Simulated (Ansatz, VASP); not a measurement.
**Si in VASP and in Ansatz**

```
Si
1.0
     0.02715    2.72905    2.72905
     2.72905    0.02715    2.72905
     2.72905    2.72905    0.02715
Si
2
Cartesian
  2.7426 2.7426 2.7426
  4.1139 4.1139 4.1139
```

Change from the starting cell: equal xy, yz and zx shear strains of +1 %.

Alike in both runs: task single point; functional LDA; k mesh 12 × 12 × 12; occupations fermi-dirac, width 0.08 eV; no spin polarisation.

```csv
,VASP,Ansatz
version,VASP 6.6.1,Ansatz 0.2.0
potentials or method,"VASP PAW LDA potentials, release 64 (Si), cutoff 520 eV","all-electron LAPW, scalar-relativistic"
```

Ansatz gave:

| Quantity | Value |
| --- | --- |
| pressure (GPa) | -1.5 |
| traceless stress, the component that is largest in VASP (GPa) | -0.98 |
| rms of the force components (eV/Å) | 0.088 |

**Question.** Which values does VASP return?

**Answer.** Pressure (GPa): -1.4; traceless stress, the component that is largest in VASP (GPa): -0.99; rms of the force components (eV/Å): 0.088.

LDA's correlation is that of Perdew and Zunger in VASP and of Perdew and Wang (1992) in Ansatz. Atom by atom the forces differ by 0.000 eV/Å (rms over components). Ansatz ran all-electron here, and VASP with PAW potentials.
